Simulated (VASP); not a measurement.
**CdTe: single point with PBEsol**

CdTe:

```xyz
2
Lattice="0.0000 3.0179 3.0179 3.0179 0.0000 3.0179 3.0179 3.0179 0.0000" Properties=species:S:1:pos:R:3 pbc="T T T"
Cd    3.0179    3.0179    3.0179
Te    0.0000    0.0000    0.0000
```

This cell differs from its parent crystal: volume scaled by 1.020.

```yaml
Program: VASP 6.6.1
Task: single point
Functional: PBEsol
Potentials_or_basis: VASP PAW PBE potentials, release 64 (Cd, Te)
Cutoff: 520 eV
k_mesh: 8 × 8 × 8
Occupations: gaussian, width 0.05 eV
Spin: no spin polarisation
Dipole_correction: no
Further_INCAR_settings: ALGO = Normal; EDIFF = 1e-06; NBANDS = 16
```

```yaml
Pressure: -0.8 GPa
Band_gap_on_the_k_mesh: zero (band 9 reaches 4.22 eV, above the bottom of band 10 at 2.79 eV)
```

Levels at points of the mesh, in eV from the Fermi level:
| k point | band 6 | band 7 | band 8 | band 9 | band 10 | band 11 | band 12 | band 13 |
| --- | --- | --- | --- | --- | --- | --- | --- | --- |
| (0.00, 0.00, 0.00) | -8.21 | -0.45 | -0.45 | -0.45 | 0.46 | 7.13 | 7.13 | 7.13 |
| (0.50, 0.00, 0.00) | -8.12 | -5.32 | 0.03 | 0.03 | 2.67 | 3.97 | 3.97 | 4.94 |
| (0.50, 0.50, 0.00) | -7.37 | -4.29 | -2.15 | -2.15 | -1.30 | 4.17 | 9.38 | 9.38 |

It took 9.8 s on 1 thread of Intel(R) Xeon(R) 6975P-C (Granite Rapids), with other jobs on the host, peak memory 0.18 GiB.

Caveat: the PAW data sets were made with another functional, which shifts forces and pressure a little; spin-orbit coupling is left out, which moves the levels of the heavy elements.
